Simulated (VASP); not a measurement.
Write the native input for VASP 6.6.1 that does the following.

| Item | Value |
| --- | --- |
| Task | single point |
| Functional | HSE06 |
| Potentials or basis | VASP PAW PBE potentials, release 64 (Mg, O) |
| Cutoff | 520 eV |
| k mesh | 6 × 6 × 6 |
| Occupations | gaussian, width 0.01 eV |
| Spin | no spin polarisation |
| Dipole correction | no |
| Grid for exact exchange (PRECFOCK) | Normal |
| Further INCAR settings | ALGO = Normal; EDIFF = 1e-07; NBANDS = 11 |
| Screening parameter | 0.2079 1/Å |

Crystal: MgO.

```
Mg O
1.0
     0.00000    2.10217    2.10217
     2.10217    0.00000    2.10217
     2.10217    2.10217    0.00000
Mg O
1 1
Direct
  0.00000 0.00000 0.00000
  0.50000 0.50000 0.50000
```

One way to write it, as run:

POSCAR

```
MgO
1.0
    0.0000000000      2.1021674168      2.1021674168
    2.1021674168      0.0000000000      2.1021674168
    2.1021674168      2.1021674168      0.0000000000
Mg O
1 1
Direct
    0.0000000000      0.0000000000      0.0000000000
    0.5000000000      0.5000000000      0.5000000000
```

INCAR.step1

```
PREC = Accurate ; ENCUT = 520
EDIFF = 1E-5 ; ISMEAR = 0
SIGMA = 0.01 ; LREAL = F
LASPH = T ; NELM = 80
ALGO = Normal ; ISIF = 2
LWAVE = T ; LCHARG = F
NBANDS = 11 ; GGA = PE
```

INCAR.step2

```
PREC = Accurate ; ENCUT = 520
EDIFF = 1E-7 ; ISMEAR = 0
SIGMA = 0.01 ; LREAL = F
LASPH = T ; NELM = 80
ALGO = Normal ; ISIF = 2
LWAVE = F ; LCHARG = F
GGA = PE ; LHFCALC = T
HFSCREEN = 0.2079 ; PRECFOCK = Normal
NBANDS = 11 ; ISTART = 1
```

KPOINTS

```
regular mesh
0
Gamma
  6 6 6
```

Potentials or basis: VASP PAW PBE potentials, release 64 (Mg, O).

Command:

```sh
$ cat potpaw_PBE.64/Mg/POTCAR potpaw_PBE.64/O/POTCAR > POTCAR
$ cp INCAR.step1 INCAR
$ mpirun -np 1 vasp_std > vasp.out
$ cp INCAR.step2 INCAR
$ mpirun -np 1 vasp_std > vasp.out
```

Results of the run:

- Pressure: -0.6 GPa
- Band gap on the k mesh: 6.50 eV, direct

Caveat: the k points lie up to 0.43 Å⁻¹ apart; the PAW data sets were made with another functional, which shifts forces and pressure a little.

Wall time 7.6 min on 1 thread of Intel Xeon 6975P-C, with other jobs on the host, peak memory 0.25 GiB.
